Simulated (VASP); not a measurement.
Wanted: the native input for a VASP 6.6.1 run.

- Task: single point
- Functional: PBE
- Potentials or basis: VASP PAW PBE potentials, release 64 (Si)
- Cutoff: 500 eV
- k mesh: 10 × 10 × 10
- Occupations: gaussian, width 0.02 eV
- Spin: no spin polarisation
- Dipole correction: no
- Further INCAR settings: ALGO = Normal; EDIFF = 1e-06; NBANDS = 11

The structure of Si lies in POSCAR:

```
Si
1.0
    0.0000000000      2.6502008456      2.6502008456
    2.6502008456      0.0000000000      2.6502008456
    2.6502008456      2.6502008456      0.0000000000
Si
2
Direct
    0.7500000000      0.7500000000      0.7500000000
    0.5000000000      0.5000000000      0.5000000000
```

This cell differs from its parent crystal: volume scaled by 0.91.

The input as run:

INCAR

```
SYSTEM = Si
ALGO = Normal ; EDIFF = 1E-6
ENCUT = 500 ; GGA = PE
GGA_COMPAT = .FALSE. ; ISIF = 2
ISMEAR = 0 ; LASPH = .TRUE.
LCHARG = .TRUE. ; LELF = .TRUE.
LREAL = .FALSE. ; LVHAR = .TRUE.
LWAVE = .FALSE. ; NBANDS = 11
NELM = 120 ; PREC = Accurate
SIGMA = 0.02
```

KPOINTS

```
k-points
0
G
  10 10 10
  0 0 0
```

Potentials or basis: VASP PAW PBE potentials, release 64 (Si).

Run with:

```bash
$ cat potpaw_PBE.64/Si/POTCAR > POTCAR
$ mpirun -np 1 vasp_std > vasp.out
```

It gave:

- Pressure: 10.2 GPa
- Band gap on the k mesh: 0.45 eV, indirect (least direct gap 2.59 eV)

It took 20 s on 1 thread of Intel Xeon 8259CL, on a shared host, peak memory 0.15 GiB.
